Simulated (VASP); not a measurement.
# BeAl3 (I4/mmm) in VASP: further runs

The runs below take BeAl3 through single point, with LDA, PBE, PBEsol, RPBE.

Everything below comes from runs of VASP 6.6.1. Logs are shortened: lines on timing, memory, paths and dates and some standing lists are left out, and cuts for length are marked.

## (1) The cell of the first run

It takes space group I4/mmm (No. 139, tetragonal). Conventional cell: a = 3.884 Å, b = 3.884 Å, c = 7.704 Å, α = 90.00°, β = 90.00°, γ = 90.00°. Al (site symmetry 4/mmm) has 8 Al at 2.74 Å and 4 Be at 2.75 Å within 3.6 Å. Within 3.6 Å of Al (site symmetry -4m2) lie 8 Al at 2.74 to 2.75 Å and 4 Be at 2.74 Å. Be (site symmetry 4/mmm) has 12 Al at 2.74 to 2.75 Å within 3.6 Å.

## (2) Single point, LDA

Input file INCAR:

```
PREC     = Accurate       # precision mode
ENCUT    = 520            # plane-wave cutoff, eV
EDIFF    = 1E-6           # SCF threshold, eV
ISMEAR   = -1             # smearing method
SIGMA    = 0.05           # smearing width, eV
LREAL    = False          # projectors in reciprocal space
LASPH    = True           # aspherical terms in the spheres
NELM     = 100            # most SCF steps
ALGO     = Normal         # electronic algorithm
ISIF     = 2              # what is computed and relaxed
LWAVE    = False          # write WAVECAR
LCHARG   = False          # write CHGCAR
GGA      = CA             # functional
NBANDS   = 14             # bands
```

Input file KPOINTS:

```
regular mesh
0
Gamma
  6 6 6
```

Input file POSCAR:

```
BeAl3
1.0
   -1.9421910000      1.9421910000      3.8518930000
    1.9421910000     -1.9421910000      3.8518930000
    1.9421910000      1.9421910000     -3.8518930000
Al Be
3 1
Direct
    0.5000000000      0.5000000000      0.0000000000
    0.2500000000      0.7500000000      0.5000000000
    0.7500000000      0.2500000000      0.5000000000
    0.0000000000      0.0000000000      0.0000000000
```

Potentials or basis: VASP PAW LDA potentials, release 64 (Al, Be).

On the command line:

```sh
> cat potpaw_LDA.64/Al/POTCAR potpaw_LDA.64/Be/POTCAR > POTCAR
> mpirun -np 1 vasp_std > vasp.out
```

OUTCAR:

```text
PREC = Accurate
   ENCUT = 520
   EDIFF = 1E-6
   ISMEAR = -1
   LREAL = False
   LASPH = True
   NELM = 100
   ISIF = 2
   GGA = CA

 ion  position               nearest neighbor table
   1  0.500  0.500  0.000-   2 2.74   3 2.74   2 2.74   3 2.74   2 2.74   3 2.74   2 2.74   3 2.74
                             4 2.75   4 2.75   4 2.75   4 2.75
   2  0.250  0.750  0.500-   4 2.74   1 2.74   1 2.74   4 2.74   1 2.74   4 2.74   4 2.74   1 2.74
                             3 2.75   3 2.75   3 2.75   3 2.75
   3  0.750  0.250  0.500-   1 2.74   4 2.74   1 2.74   4 2.74   1 2.74   4 2.74   1 2.74   4 2.74
                             2 2.75   2 2.75   2 2.75   2 2.75
   4  0.000  0.000  0.000-   3 2.74   2 2.74   2 2.74   3 2.74   2 2.74   3 2.74   3 2.74   2 2.74
                             1 2.75   1 2.75   1 2.75   1 2.75

  LATTYP: Found a body centered tetragonal cell.
 ALAT       =     3.8843820000
 C/A-ratio  =     1.9832719851

  Lattice vectors:

 A1 = (  -1.9421910000,   1.9421910000,   3.8518930000)
 A2 = (   1.9421910000,  -1.9421910000,   3.8518930000)
 A3 = (   1.9421910000,   1.9421910000,  -3.8518930000)

Analysis of symmetry for initial positions (statically):
=====================================================================
 Subroutine PRICEL returns:
 Original cell was already a primitive cell.

 Routine SETGRP: Setting up the symmetry group for a
 body centered tetragonal supercell.

 Subroutine GETGRP returns: Found 16 space group operations
 (whereof 16 operations were pure point group operations)
 out of a pool of 16 trial point group operations.

The static configuration has the point symmetry D_4h.

Analysis of symmetry for dynamics (positions and initial velocities):
=====================================================================
 Subroutine PRICEL returns:
 Original cell was already a primitive cell.

 Routine SETGRP: Setting up the symmetry group for a
 body centered tetragonal supercell.

 Subroutine GETGRP returns: Found 16 space group operations
 (whereof 16 operations were pure point group operations)
 out of a pool of 16 trial point group operations.

The dynamic configuration has the point symmetry D_4h.

 Subroutine INISYM returns: Found 16 space group operations
 (whereof 16 operations are pure point group operations),
 and found     1 'primitive' translations

----------------------------------------------------------------------------------------

                                     Primitive cell

  volume of cell :      58.1190

[... 105 lines left out ...]
   EMIN   =  10.00;   EMAX   =-10.00  energy-range for DOS
   EFERMI =   0.00;   METHOD = LEGACY
   ISMEAR =    -1;   SIGMA  =   0.05  broadening in eV -4-tet -1-fermi 0-gaus
   EFERMI_NEDOS =   21; number of points for ismear=-14 and -15
   IALGO  =     38    algorithm
   IMIX   =      4    mixing-type and parameters
     AMIX     =   0.40;   BMIX     =  1.00
     AMIX_MAG =   1.60;   BMIX_MAG =  1.00
  volume/ion in A,a.u.               =      14.53        98.05
  Fermi-wavevector in a.u.,A,eV,Ry     =   0.939939  1.776227 12.020549  0.883485
  Thomas-Fermi vector in A             =   2.067301
   LORBIT       =      0    0 simple, 1 ext, 2 COOP (PROOUT), +10 PAW based schemes
   GGA     = CA    functional components
   LHFCALC =     F    Hartree Fock is set to
   AEXX    =    0.0000 exact exchange contribution
   IVDW    =     0    specifies the selected vdW correction
   LEPSILON=     F    determine dielectric tensor
   LRPA    =     F    only Hartree local field effects (RPA)
 non-spin polarized calculation
  energy-cutoff  :      520.00
  volume of cell :       58.12
 maximum number of plane-waves:      1578
   NGX = 17   NGY = 17   NGZ = 17

 number of electron      11.0000000 magnetization

 Free energy of the ion-electron system (eV)
  ---------------------------------------------------
  ext. energy  EPLUGINS =         0.00000000
  ---------------------------------------------------
  free energy    TOTEN  =       -16.07533741 eV

  energy without entropy =      -16.05586535  energy(sigma->0) =      -16.06560138

 E-fermi :   7.4619     XC(G=0): -10.3465

 val. band max:        7.4564990262   @ k =   0.3333   0.1667   0.0000
 cond. band min:       7.4642211576   @ k =   0.5000   0.3333   0.0000
 fundamental gap:      0.0077221314
 Fermi energy:         7.4618991272

 k-point     1 :       0.0000    0.0000    0.0000
  band No.  band energies     occupation
      1      -3.5629      2.00000
      2       4.9420      2.00000
      3       6.9525      1.99992
      4       7.0604      1.99935
      5       7.0604      1.99935
      6       7.1576      1.99546
      7       7.1576      1.99546
      8       7.8247      0.00141
      9       8.6781      0.00000
     10       9.6866      0.00000
     11      10.3258      0.00000
     12      13.6175      0.00000
     13      13.6175      0.00000
     14      13.9934      0.00000
[... 377 lines left out ...]
      1      -2.7132      2.00000
      2       2.0088      2.00000
      3       3.4560      2.00000
      4       5.6447      2.00000
      5       7.2295      1.98103
      6       8.3852      0.00000
      7       9.6795      0.00000
      8      10.1961      0.00000
      9      11.3110      0.00000
     10      11.6338      0.00000
     11      12.0871      0.00000
     12      13.1442      0.00000
     13      13.9327      0.00000
     14      16.0253      0.00000

 [... further k-points ...]

------------------------ aborting loop because EDIFF is reached ----------------------------------------

  FORCE on cell =-STRESS in cart. coord.  units (eV):
  Direction    XX          YY          ZZ          XY          YZ          ZX
  --------------------------------------------------------------------------------------
  -------------------------------------------------------------------------------------
  Total       -0.6898956     -0.6898956     -1.9583084      0.0000000     -0.0000000      0.0000000
  in kB      -19.0184837    -19.0184837    -53.9850593      0.0000000     -0.0000000      0.0000000
  external PRESSURE =     -30.6740089 kB  Pullay stress =       0.0000000 kB

 VOLUME and BASIS-vectors are now :
 -----------------------------------------------------------------------------
  energy-cutoff  :      520.00
  volume of cell :       58.12
      direct lattice vectors                 reciprocal lattice vectors
    -1.942191000  1.942191000  3.851893000     0.000000000  0.257441209  0.129806306
     1.942191000 -1.942191000  3.851893000     0.257441209  0.000000000  0.129806306
     1.942191000  1.942191000 -3.851893000     0.257441209  0.257441209  0.000000000

 POSITION                                       TOTAL-FORCE (eV/Angst)
 -----------------------------------------------------------------------------------
      0.00000      0.00000      3.85189        -0.000000     -0.000000      0.000000
      1.94219      0.00000      1.92595        -0.000000     -0.000000     -0.000000
      0.00000      1.94219      1.92595         0.000000      0.000000      0.000000
      0.00000      0.00000      0.00000        -0.000000     -0.000000      0.000000
 -----------------------------------------------------------------------------------
    total drift:                               -0.000000     -0.000000     -0.000000

  FREE ENERGIE OF THE ION-ELECTRON SYSTEM (eV)
  ---------------------------------------------------
  free  energy   TOTEN  =       -16.0753374085 eV

  energy  without entropy=      -16.0558653476  energy(sigma->0) =      -16.06560138
```

stdout:

```text
POSCAR found type information on POSCAR AlBe
 POSCAR found :  2 types and       4 ions
 scaLAPACK will be used
 LDA part: xc-table for (Slater(with rela. corr.)+CA(PZ))
 , standard interpolation
 POSCAR, INCAR and KPOINTS ok, starting setup
 FFT: planning ... GRIDC
 FFT: planning ... GRID_SOFT
 FFT: planning ... GRID
 WAVECAR not read
 entering main loop
```

Wall time 34 s (1 thread of AMD EPYC 7R43 (Zen 3), shared host); peak memory 0.13 GiB.

Results:

| Property | Result |
| --- | --- |
| Free energy | -16.0753 eV |
| Pressure | -3.1 GPa |

Stress tensor (GPa, compression positive):
```
-1.90  0.00  0.00
 0.00 -1.90  0.00
 0.00  0.00 -5.40
```

Caveat: the k points lie up to 0.38 Å⁻¹ apart.

## (3) Single point, PBE

Input file INCAR:

```
SYSTEM = BeAl3
PREC     = Accurate       ! precision mode
ENCUT    = 520            ! plane-wave cutoff, eV
EDIFF    = 1E-7           ! SCF threshold, eV
ISMEAR   = -1             ! smearing method
SIGMA    = 0.05           ! smearing width, eV
LREAL    = .False.        ! projectors in reciprocal space
LASPH    = .True.         ! aspherical terms in the spheres
NELM     = 80             ! most SCF steps
ALGO     = Fast           ! electronic algorithm
ISIF     = 2              ! what is computed and relaxed
LWAVE    = .False.        ! write WAVECAR
LCHARG   = .False.        ! write CHGCAR
GGA      = PE             ! functional
NBANDS   = 14             ! bands
```

Input file KPOINTS:

```
Automatic mesh
0
Gamma
  6 6 6
  0 0 0
```

POSCAR is that of step 2.

Potentials or basis: VASP PAW PBE potentials, release 64 (Al, Be).

On the command line:

```sh
> cat potpaw_PBE.64/Al/POTCAR potpaw_PBE.64/Be/POTCAR > POTCAR
> mpirun -np 1 vasp_std > vasp.out
```

OUTCAR:

```text
SYSTEM = BeAl3
   PREC = Accurate
   ENCUT = 520
   EDIFF = 1E-7
   ISMEAR = -1
   LREAL = .False.
   LASPH = .True.
   NELM = 80
   ISIF = 2
   GGA = PE

 ion  position               nearest neighbor table
   1  0.500  0.500  0.000-   2 2.74   3 2.74   2 2.74   3 2.74   2 2.74   3 2.74   2 2.74   3 2.74
                             4 2.75   4 2.75   4 2.75   4 2.75
   2  0.250  0.750  0.500-   4 2.74   1 2.74   1 2.74   4 2.74   1 2.74   4 2.74   4 2.74   1 2.74
                             3 2.75   3 2.75   3 2.75   3 2.75
   3  0.750  0.250  0.500-   1 2.74   4 2.74   1 2.74   4 2.74   1 2.74   4 2.74   1 2.74   4 2.74
                             2 2.75   2 2.75   2 2.75   2 2.75
   4  0.000  0.000  0.000-   3 2.74   2 2.74   2 2.74   3 2.74   2 2.74   3 2.74   3 2.74   2 2.74
                             1 2.75   1 2.75   1 2.75   1 2.75

  LATTYP: Found a body centered tetragonal cell.
 ALAT       =     3.8843820000
 C/A-ratio  =     1.9832719851

  Lattice vectors:

 A1 = (  -1.9421910000,   1.9421910000,   3.8518930000)
 A2 = (   1.9421910000,  -1.9421910000,   3.8518930000)
 A3 = (   1.9421910000,   1.9421910000,  -3.8518930000)

Analysis of symmetry for initial positions (statically):
=====================================================================
 Subroutine PRICEL returns:
 Original cell was already a primitive cell.

 Routine SETGRP: Setting up the symmetry group for a
 body centered tetragonal supercell.

 Subroutine GETGRP returns: Found 16 space group operations
 (whereof 16 operations were pure point group operations)
 out of a pool of 16 trial point group operations.

The static configuration has the point symmetry D_4h.

Analysis of symmetry for dynamics (positions and initial velocities):
=====================================================================
 Subroutine PRICEL returns:
 Original cell was already a primitive cell.

 Routine SETGRP: Setting up the symmetry group for a
 body centered tetragonal supercell.

 Subroutine GETGRP returns: Found 16 space group operations
 (whereof 16 operations were pure point group operations)
 out of a pool of 16 trial point group operations.

The dynamic configuration has the point symmetry D_4h.

 Subroutine INISYM returns: Found 16 space group operations
 (whereof 16 operations are pure point group operations),
 and found     1 'primitive' translations

----------------------------------------------------------------------------------------

                                     Primitive cell

  volume of cell :      58.1190

  direct lattice vectors                    reciprocal lattice vectors
    -1.942191000  1.942191000  3.851893000     0.000000000  0.257441209  0.129806306
     1.942191000 -1.942191000  3.851893000     0.257441209  0.000000000  0.129806306
     1.942191000  1.942191000 -3.851893000     0.257441209  0.257441209  0.000000000

  length of vectors
     4.730886962  4.730886962  4.730886962     0.288315198  0.288315198  0.364076850

  position of ions in fractional coordinates (direct lattice)
     0.500000000  0.500000000  0.000000000
     0.250000000  0.750000000  0.500000000
     0.750000000  0.250000000  0.500000000
     0.000000000  0.000000000  0.000000000

  ion indices of the primitive-cell ions
   primitive index   ion index
                 1           1
[... 55 lines left out ...]
 -0.166667 -0.333333  0.166667      8.000000
 [... further k-points ...]
   k-points           NKPTS =     30   k-points in BZ     NKDIM =     30   number of bands    NBANDS=     14
   number of dos      NEDOS =    301   number of ions     NIONS =      4
   total plane-waves  NPLWV =  46656
   dimension x,y,z NGX =    36 NGY =   36 NGZ =   36
   dimension x,y,z NGXF=    72 NGYF=   72 NGZF=   72
   ions per type =               3   1
   NGX,Y,Z   is equivalent  to a cutoff of  12.65, 12.65, 12.65 a.u.
   NGXF,Y,Z  is equivalent  to a cutoff of  25.30, 25.30, 25.30 a.u.
 SYSTEM =  BeAl3
   PREC   = accura    normal or accurate (medium, high low for compatibility)
   ISTART =      0    job   : 0-new  1-cont  2-samecut
   ICHARG =      2    charge: 1-file 2-atom 10-const
   ISPIN  =      1    spin polarized calculation?
   LNONCOLLINEAR =      F non collinear calculations
   LSORBIT =      F    spin-orbit coupling
   LASPH  =      T    aspherical Exc in radial PAW
   ENCUT  =  520.0 eV  38.22 Ry    6.18 a.u.   8.80  8.80  8.80*2*pi/ulx,y,z
   NELM   =     80;   NELMIN=  2; NELMDL= -5     # of ELM steps
   EDIFF  = 0.1E-06   stopping-criterion for ELM
   LREAL  =      F    real-space projection
   EDIFFG = 0.1E-05   stopping-criterion for IOM
   NSW    =      0    number of steps for IOM
   IBRION =     -1    ionic relax: 0-MD 1-quasi-New 2-CG
   NFREE  =      0    steps in history (QN), initial steepest desc. (CG)
   ISIF   =      2    stress and relaxation
   ISYM   =      2    0-nonsym 1-usesym 2-fastsym
   POTIM  = 0.5000    time-step for ionic-motion
   TEBEG  =    0.0;   TEEND  =   0.0 temperature during run
   PSTRESS=    0.0 pullay stress
   NELECT =      11.0000    total number of electrons
   NUPDOWN=      -1.0000    fix difference up-down
   EMIN   =  10.00;   EMAX   =-10.00  energy-range for DOS
   EFERMI =   0.00;   METHOD = LEGACY
   ISMEAR =    -1;   SIGMA  =   0.05  broadening in eV -4-tet -1-fermi 0-gaus
   EFERMI_NEDOS =   21; number of points for ismear=-14 and -15
   IALGO  =     68    algorithm
   IMIX   =      4    mixing-type and parameters
     AMIX     =   0.40;   BMIX     =  1.00
     AMIX_MAG =   1.60;   BMIX_MAG =  1.00
  volume/ion in A,a.u.               =      14.53        98.05
  Fermi-wavevector in a.u.,A,eV,Ry     =   0.939939  1.776227 12.020549  0.883485
  Thomas-Fermi vector in A             =   2.067301
   LORBIT       =      0    0 simple, 1 ext, 2 COOP (PROOUT), +10 PAW based schemes
   GGA     = PE    functional components
   LHFCALC =     F    Hartree Fock is set to
   AEXX    =    0.0000 exact exchange contribution
   IVDW    =     0    specifies the selected vdW correction
   LEPSILON=     F    determine dielectric tensor
   LRPA    =     F    only Hartree local field effects (RPA)
 non-spin polarized calculation
 RMM-DIIS sequential band-by-band and
  energy-cutoff  :      520.00
  volume of cell :       58.12
 maximum number of plane-waves:      1578
   NGX = 17   NGY = 17   NGZ = 17

 number of electron      11.0000000 magnetization

 Free energy of the ion-electron system (eV)
  ---------------------------------------------------
  ext. energy  EPLUGINS =         0.00000000
  ---------------------------------------------------
  free energy    TOTEN  =       -14.35186703 eV

  energy without entropy =      -14.33260577  energy(sigma->0) =      -14.34223640

 E-fermi :   7.6660     XC(G=0): -10.2213

 val. band max:        7.6640001821   @ k =   0.3333   0.1667   0.0000
 cond. band min:       7.6692582069   @ k =   0.5000   0.3333   0.0000
 fundamental gap:      0.0052580248
 Fermi energy:         7.6660053279

 k-point     1 :       0.0000    0.0000    0.0000
  band No.  band energies     occupation
      1      -3.3976      2.00000
      2       5.1353      2.00000
      3       7.1590      1.99992
      4       7.2642      1.99935
      5       7.2642      1.99935
      6       7.3577      1.99581
      7       7.3577      1.99581
      8       8.0016      0.00243
      9       8.8581      0.00000
     10      10.0225      0.00000
     11      10.5611      0.00000
     12      13.9059      0.00000
     13      13.9059      0.00000
     14      14.1684      0.00000
[... 377 lines left out ...]
      1      -2.5440      2.00000
      2       2.1936      2.00000
      3       3.6404      2.00000
      4       5.8406      2.00000
      5       7.4149      1.98691
      6       8.6232      0.00000
      7       9.8857      0.00000
      8      10.4124      0.00000
      9      11.5285      0.00000
     10      11.8581      0.00000
     11      12.3733      0.00000
     12      13.4275      0.00000
     13      14.2152      0.00000
     14      16.2844      0.00000

 [... further k-points ...]
[... 5 lines left out ...]
  --------------------------------------------------------------------------------------
  -------------------------------------------------------------------------------------
  Total        0.6028608      0.6028608     -0.6448111      0.0000000     -0.0000000      0.0000000
  in kB       16.6191772     16.6191772    -17.7756301      0.0000000     -0.0000000      0.0000000
  external PRESSURE =       5.1542414 kB  Pullay stress =       0.0000000 kB

 VOLUME and BASIS-vectors are now :
 -----------------------------------------------------------------------------
  energy-cutoff  :      520.00
  volume of cell :       58.12
      direct lattice vectors                 reciprocal lattice vectors
    -1.942191000  1.942191000  3.851893000     0.000000000  0.257441209  0.129806306
     1.942191000 -1.942191000  3.851893000     0.257441209  0.000000000  0.129806306
     1.942191000  1.942191000 -3.851893000     0.257441209  0.257441209  0.000000000

 POSITION                                       TOTAL-FORCE (eV/Angst)
 -----------------------------------------------------------------------------------
      0.00000      0.00000      3.85189        -0.000000      0.000000     -0.000000
      1.94219      0.00000      1.92595         0.000000     -0.000000      0.000000
      0.00000      1.94219      1.92595        -0.000000      0.000000      0.000000
      0.00000      0.00000      0.00000        -0.000000      0.000000     -0.000000
 -----------------------------------------------------------------------------------
    total drift:                               -0.000000     -0.000000     -0.000000

  FREE ENERGIE OF THE ION-ELECTRON SYSTEM (eV)
  ---------------------------------------------------
  free  energy   TOTEN  =       -14.3518670315 eV

  energy  without entropy=      -14.3326057702  energy(sigma->0) =      -14.34223640
```

Run time: 60 s. Hardware: 1 thread of AMD EPYC 7R43 (Zen 3), shared host; peak memory 0.17 GiB.

Results:

```yaml
Free_energy: -14.3519 eV
Pressure: 0.5 GPa
```

Levels at points of the mesh, in eV from the Fermi level:
```tsv
k point	band 1	band 2	band 3	band 4	band 5	band 6	band 7	band 8	band 9	band 10
(0.00, 0.00, 0.00)	-11.06	-2.53	-0.51	-0.40	-0.40	-0.31	-0.31	0.34	1.19	2.36
(0.50, 0.00, 0.00)	-8.39	-7.84	-3.52	-3.34	0.05	0.32	1.76	2.57	4.25	5.38
(0.50, 0.50, 0.00)	-6.51	-6.33	-4.57	-4.27	-3.89	-3.11	1.65	2.36	3.65	4.33
(0.50, 0.50, 0.50)	-9.01	-8.30	-2.65	-2.65	-0.69	-0.68	5.78	6.23	6.23	6.49
```

Caveat: the k points lie up to 0.38 Å⁻¹ apart.

(Part 1 of 2 ends here.)
